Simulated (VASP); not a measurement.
# SnO2 in VASP: a series of runs, part 2 of 2

VASP 6.6.1. Earlier steps stand in the parts before.

## 3. Single point, PBE (atoms displaced along a vibrational mode)

Input file INCAR:

```
SYSTEM = SnO2
  PREC = Accurate
  ENCUT = 520
  EDIFF = 1E-6
  ISMEAR = 0
  SIGMA = 0.05
  LREAL = .FALSE.
  LASPH = .TRUE.
  NELM = 60
  ALGO = Normal
  ISIF = 2
  LWAVE = .FALSE.
  LCHARG = .TRUE.
  GGA = PE
  LELF = .TRUE.
  LVHAR = .TRUE.
  NBANDS = 20
```

Input file KPOINTS:

```
Automatic mesh
0
G
  12 12 12
  0 0 0
```

Input file POSCAR:

```
SnO2
1.0
    1.6167660720      0.9334403269      4.9182553763
   -1.6167660720      0.9334403269      4.9182553763
    0.0000000000     -1.8668806537      4.9182553763
Sn O
1 2
Direct
    0.5032760528      0.4967239472      0.5000000000
    0.2227287823      0.2470365661      0.2348826742
    0.7529634339      0.7772712177      0.7651173258
```

Potentials or basis: VASP PAW PBE potentials, release 64 (Sn_d, O).

Command:

```
cat potpaw_PBE.64/Sn_d/POTCAR potpaw_PBE.64/O/POTCAR > POTCAR
mpirun -np 1 vasp_std > vasp.out
```

OUTCAR:

```text
SYSTEM = SnO2
   PREC = Accurate
   ENCUT = 520
   EDIFF = 1E-6
   ISMEAR = 0
   LREAL = .FALSE.
   LASPH = .TRUE.
   NELM = 60
   ISIF = 2
   GGA = PE

 ion  position               nearest neighbor table
   1  0.503  0.497  0.500-   2 2.08   3 2.08   3 2.12   2 2.12   2 2.16   3 2.16
   2  0.223  0.247  0.235-   1 2.08   1 2.12   1 2.16
   3  0.753  0.777  0.765-   1 2.08   1 2.12   1 2.16

  LATTYP: Found a trigonal (rhomboedric) cell.
 ALAT       =     5.2606538873
 COS(alpha) =     0.8110943660

  Lattice vectors:

 A1 = (   1.6167660720,   0.9334403269,   4.9182553763)
 A2 = (  -1.6167660720,   0.9334403269,   4.9182553763)
 A3 = (   0.0000000000,  -1.8668806537,   4.9182553763)

Analysis of symmetry for initial positions (statically):
=====================================================================
 Subroutine PRICEL returns:
 Original cell was already a primitive cell.

 Routine SETGRP: Setting up the symmetry group for a
 trigonal (rhombohedral) supercell.

 Subroutine GETGRP returns: Found  2 space group operations
 (whereof  2 operations were pure point group operations)
 out of a pool of 12 trial point group operations.

The static configuration has the point symmetry C_2 .

Analysis of symmetry for dynamics (positions and initial velocities):
=====================================================================
 Subroutine PRICEL returns:
 Original cell was already a primitive cell.

 Routine SETGRP: Setting up the symmetry group for a
 trigonal (rhombohedral) supercell.

 Subroutine GETGRP returns: Found  2 space group operations
 (whereof  2 operations were pure point group operations)
 out of a pool of 12 trial point group operations.

The dynamic configuration has the point symmetry C_2 .

 Subroutine INISYM returns: Found  2 space group operations
 (whereof  2 operations are pure point group operations),
 and found     1 'primitive' translations

----------------------------------------------------------------------------------------

                                     Primitive cell

  volume of cell :      44.5344

  direct lattice vectors                    reciprocal lattice vectors
     1.616766072  0.933440327  4.918255376     0.309259335  0.178550960  0.067774710
    -1.616766072  0.933440327  4.918255376    -0.309259335  0.178550960  0.067774710
     0.000000000 -1.866880654  4.918255376     0.000000000 -0.357101920  0.067774710

  length of vectors
     5.260653887  5.260653887  5.260653887     0.363476537  0.363476537  0.363476537

  position of ions in fractional coordinates (direct lattice)
     0.503276053  0.496723947  0.500000000
     0.222728782  0.247036566  0.234882674
     0.752963434  0.777271218  0.765117326

  ion indices of the primitive-cell ions
   primitive index   ion index
                 1           1
                 2           2
                 3           3

----------------------------------------------------------------------------------------

 KPOINTS: Automatic mesh

Automatic generation of k-mesh.
 Grid dimensions read from file:
 generate k-points for:   12   12   12

 Generating k-lattice:

  Cartesian coordinates                     Fractional coordinates (reciprocal lattice)
     0.025771611  0.014879247  0.005647893     0.083333333 -0.000000000  0.000000000
    -0.025771611  0.014879247  0.005647893    -0.000000000  0.083333333  0.000000000
     0.000000000 -0.029758493  0.005647893    -0.000000000 -0.000000000  0.083333333

  Length of vectors
     0.030289711  0.030289711  0.030289711

  Shift w.r.t. Gamma in fractional coordinates (k-lattice)
     0.000000000  0.000000000  0.000000000

 Subroutine IBZKPT returns following result:
 ===========================================

 Found    476 irreducible k-points:

 Following reciprocal coordinates:
            Coordinates               Weight
  0.000000  0.000000  0.000000      1.000000
  0.083333  0.000000  0.000000      4.000000
  0.000000  0.000000  0.083333      2.000000
  0.166667 -0.000000  0.000000      4.000000
  0.000000  0.000000  0.166667      2.000000
  0.250000 -0.000000  0.000000      4.000000
[... 16 lines left out ...]
 -0.333333  0.000000 -0.083333      4.000000
  0.083333  0.000000  0.333333      4.000000
 [... further k-points ...]
   k-points           NKPTS =    476   k-points in BZ     NKDIM =    476   number of bands    NBANDS=     20
   number of dos      NEDOS =    301   number of ions     NIONS =      3
   total plane-waves  NPLWV =  64000
   dimension x,y,z NGX =    40 NGY =   40 NGZ =   40
   dimension x,y,z NGXF=    80 NGYF=   80 NGZF=   80
   ions per type =               1   2
   NGX,Y,Z   is equivalent  to a cutoff of  12.64, 12.64, 12.64 a.u.
   NGXF,Y,Z  is equivalent  to a cutoff of  25.28, 25.28, 25.28 a.u.
 SYSTEM =  SnO2
   PREC   = accura    normal or accurate (medium, high low for compatibility)
   ISTART =      0    job   : 0-new  1-cont  2-samecut
   ICHARG =      2    charge: 1-file 2-atom 10-const
   ISPIN  =      1    spin polarized calculation?
   LNONCOLLINEAR =      F non collinear calculations
   LSORBIT =      F    spin-orbit coupling
   LASPH  =      T    aspherical Exc in radial PAW
   ENCUT  =  520.0 eV  38.22 Ry    6.18 a.u.   9.78  9.78  9.78*2*pi/ulx,y,z
   NELM   =     60;   NELMIN=  2; NELMDL= -5     # of ELM steps
   EDIFF  = 0.1E-05   stopping-criterion for ELM
   LREAL  =      F    real-space projection
   EDIFFG = 0.1E-04   stopping-criterion for IOM
   NSW    =      0    number of steps for IOM
   IBRION =     -1    ionic relax: 0-MD 1-quasi-New 2-CG
   NFREE  =      0    steps in history (QN), initial steepest desc. (CG)
   ISIF   =      2    stress and relaxation
   ISYM   =      2    0-nonsym 1-usesym 2-fastsym
   POTIM  = 0.5000    time-step for ionic-motion
   TEBEG  =    0.0;   TEEND  =   0.0 temperature during run
   PSTRESS=    0.0 pullay stress
   NELECT =      26.0000    total number of electrons
   NUPDOWN=      -1.0000    fix difference up-down
   EMIN   =  10.00;   EMAX   =-10.00  energy-range for DOS
   EFERMI =   0.00;   METHOD = LEGACY
   ISMEAR =     0;   SIGMA  =   0.05  broadening in eV -4-tet -1-fermi 0-gaus
   EFERMI_NEDOS =   21; number of points for ismear=-14 and -15
   IALGO  =     38    algorithm
   IMIX   =      4    mixing-type and parameters
     AMIX     =   0.40;   BMIX     =  1.00
     AMIX_MAG =   1.60;   BMIX_MAG =  1.00
  volume/ion in A,a.u.               =      14.84       100.18
  Fermi-wavevector in a.u.,A,eV,Ry     =   1.368256  2.585628 25.471788  1.872124
  Thomas-Fermi vector in A             =   2.494236
   LORBIT       =      0    0 simple, 1 ext, 2 COOP (PROOUT), +10 PAW based schemes
   GGA     = PE    functional components
   LHFCALC =     F    Hartree Fock is set to
   AEXX    =    0.0000 exact exchange contribution
   IVDW    =     0    specifies the selected vdW correction
   LEPSILON=     F    determine dielectric tensor
   LRPA    =     F    only Hartree local field effects (RPA)
 non-spin polarized calculation
 Gauss-broadening in eV      SIGMA  =   0.05
  energy-cutoff  :      520.00
  volume of cell :       44.53
 maximum number of plane-waves:      1218
   NGX = 19   NGY = 19   NGZ = 19

 number of electron      26.0000000 magnetization

 Free energy of the ion-electron system (eV)
  ---------------------------------------------------
  ext. energy  EPLUGINS =         0.00000000
  ---------------------------------------------------
  free energy    TOTEN  =       -18.18357064 eV

  energy without entropy =      -18.18357064  energy(sigma->0) =      -18.18357064

 E-fermi :   3.2190     XC(G=0):  -9.8141

 val. band max:        3.0062737553   @ k =  -0.1667   0.2500   0.0833
 cond. band min:       5.0064249190   @ k =   0.0000   0.0000   0.0000
 fundamental gap:      2.0001511637
 Fermi energy:         3.2190286883

 k-point     1 :       0.0000    0.0000    0.0000
  band No.  band energies     occupation
      1     -16.9871      2.00000
      2     -16.7756      2.00000
      3     -16.7639      2.00000
      4     -16.5874      2.00000
      5     -16.5856      2.00000
      6     -14.9130      2.00000
[... 12 lines left out ...]
     19      20.0141      0.00000
     20      20.1974      0.00000
[... 507 lines left out ...]
 k-point    24 :       0.0833    0.0000    0.3333
  band No.  band energies     occupation
      1     -17.2831      2.00000
      2     -16.7944      2.00000
      3     -16.6808      2.00000
      4     -16.6323      2.00000
      5     -16.5293      2.00000
      6     -14.2352      2.00000
[... 12 lines left out ...]
     19      16.2284      0.00000
     20      18.6456      0.00000

 [... further k-points ...]
[... 5 lines left out ...]
  --------------------------------------------------------------------------------------
  -------------------------------------------------------------------------------------
  Total        0.3199530      0.2519446      0.1189619      0.0000000      0.0686304      0.0000000
  in kB       11.5106709      9.0639917      4.2797884      0.0000000      2.4690571      0.0000000
  external PRESSURE =       8.2848170 kB  Pullay stress =       0.0000000 kB

 VOLUME and BASIS-vectors are now :
 -----------------------------------------------------------------------------
  energy-cutoff  :      520.00
  volume of cell :       44.53
      direct lattice vectors                 reciprocal lattice vectors
     1.616766072  0.933440327  4.918255376     0.309259335  0.178550960  0.067774710
    -1.616766072  0.933440327  4.918255376    -0.309259335  0.178550960  0.067774710
     0.000000000 -1.866880654  4.918255376     0.000000000 -0.357101920  0.067774710

 POSITION                                       TOTAL-FORCE (eV/Angst)
 -----------------------------------------------------------------------------------
      0.01059      0.00000      7.37738        -0.694171      0.000000      0.000000
     -0.03930      0.00000      3.46564         0.347086      0.034200      0.084968
     -0.03930      0.00000     11.28913         0.347086     -0.034200     -0.084968
 -----------------------------------------------------------------------------------
    total drift:                               -0.000052      0.000000     -0.000000

  FREE ENERGIE OF THE ION-ELECTRON SYSTEM (eV)
  ---------------------------------------------------
  free  energy   TOTEN  =       -18.1835706434 eV

  energy  without entropy=      -18.1835706434  energy(sigma->0) =      -18.18357064
```

OSZICAR:

```text
N       E                     dE             d eps       ncg     rms          rms(c)
DAV:   1     0.256991051720E+03    0.25699E+03   -0.14038E+04 20228   0.189E+03
DAV:   2     0.832286251145E+01   -0.24867E+03   -0.23549E+03 20696   0.487E+02
DAV:   3    -0.203005944214E+02   -0.28623E+02   -0.28339E+02 22332   0.142E+02
DAV:   4    -0.211295058969E+02   -0.82891E+00   -0.82818E+00 21044   0.261E+01
DAV:   5    -0.211465150331E+02   -0.17009E-01   -0.17009E-01 22796   0.395E+00    0.107E+01
DAV:   6    -0.182023701722E+02    0.29441E+01   -0.11572E+01 29744   0.573E+01    0.441E+00
DAV:   7    -0.181995973694E+02    0.27728E-02   -0.68058E-01 19516   0.675E+00    0.212E+00
DAV:   8    -0.181837455767E+02    0.15852E-01   -0.70217E-02 20096   0.271E+00    0.488E-01
DAV:   9    -0.181829200388E+02    0.82554E-03   -0.11209E-02 26580   0.153E+00    0.931E-02
DAV:  10    -0.181835432416E+02   -0.62320E-03   -0.19180E-03 19856   0.367E-01    0.332E-02
DAV:  11    -0.181835684330E+02   -0.25191E-04   -0.51115E-05 28024   0.746E-02    0.206E-02
DAV:  12    -0.181835706728E+02   -0.22398E-05   -0.68421E-06 19720   0.236E-02    0.628E-03
DAV:  13    -0.181835706434E+02    0.29449E-07   -0.98366E-07 16892   0.101E-02
   1 F= -.18183571E+02 E0= -.18183571E+02  d E =-.404255E-11
```

stdout:

```text
POSCAR found type information on POSCAR SnO
 POSCAR found :  2 types and       3 ions
 scaLAPACK will be used
 LDA part: xc-table for (Slater+PW92), standard interpolation
 POSCAR, INCAR and KPOINTS ok, starting setup
 FFT: planning ... GRIDC
 FFT: planning ... GRID_SOFT
 FFT: planning ... GRID
 WAVECAR not read
 entering main loop
```

Run time: 7 min. Hardware: 1 thread of AMD EPYC 9R45 (Zen 5), shared host; peak memory 0.5 GiB.

Results:

```yaml
Free_energy: -18.1836 eV
Pressure: 0.8 GPa
Largest_force: 0.694 eV/Å
Band_gap_on_the_k_mesh: 2.00 eV (least direct gap 2.18 eV)
```

Forces in eV/Å, atoms in the order of the input:
```
Sn  -0.694  0.000  0.000
O    0.347  0.034  0.085
O    0.347 -0.034 -0.085
```

Levels at points of the mesh, in eV from the valence-band top:
```
           k point  band 10  band 11  band 12  band 13  band 14  band 15  band 16  band 17
(0.00, 0.00, 0.00)    -1.27    -0.87    -0.87    -0.18     2.00     5.77    11.04    11.09
(0.50, 0.00, 0.00)    -2.95    -1.38    -0.54    -0.48     5.35     7.73    10.06    12.33
(0.00, 0.00, 0.50)    -2.95    -1.38    -0.54    -0.48     5.34     7.73    10.06    12.29
(0.50, 0.50, 0.00)    -3.01    -1.13    -0.44    -0.04     5.13     6.99    10.72    11.28
(0.50, 0.00, 0.50)    -3.02    -1.13    -0.44    -0.04     5.13     6.98    10.72    11.29
(0.50, 0.50, 0.50)    -1.32    -1.16    -0.83    -0.83     3.10     5.66    11.23    11.24
```

Caveat: the cell differs from its parent crystal (atoms displaced along a vibrational mode); spin-orbit coupling is left out, which moves the levels of the heavy elements. A k mesh can miss the band edges.
